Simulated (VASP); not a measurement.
Input of a VASP 6.6.1 run:

The input INCAR:

```
PREC = Accurate
ENCUT = 500
EDIFF = 1E-6
ISMEAR = -1
SIGMA = 0.1
LREAL = False
LASPH = True
NELM = 200
ALGO = Normal
ISIF = 2
LWAVE = False
LCHARG = True
MAGMOM = 0 0 0
LORBIT = 11
LSORBIT = True
GGA_COMPAT = False
LORBMOM = True
LMAXMIX = 4
GGA = RE
LVHAR = True
NBANDS = 25
```

KPOINTS

```
regular mesh
0
Gamma
  14 14 14
```

Contents of POSCAR:

```
Mo
1.0
   -1.5864531609      1.5864531609      1.5864531609
    1.5864531609     -1.5864531609      1.5864531609
    1.5864531609      1.5864531609     -1.5864531609
Mo
1
Direct
    0.0000000000      0.0000000000      0.0000000000
```

Potentials or basis: VASP PAW PBE potentials, release 64 (Mo_sv).

Command:

```bash
$ cat potpaw_PBE.64/Mo_sv/POTCAR > POTCAR
$ mpirun -np 1 vasp_ncl > vasp.out
```

**Question.** Predict the pressure.

**Answer.** 0.6 GPa.

**Question.** Predict the net moment.

**Answer.** 0.00 μB per cell.

Moments on the atoms (μB; x, y, z):
```
Mo  0.00 0.00 0.00
```

Caveat: the PAW data sets were made with another functional, which shifts forces and pressure a little.
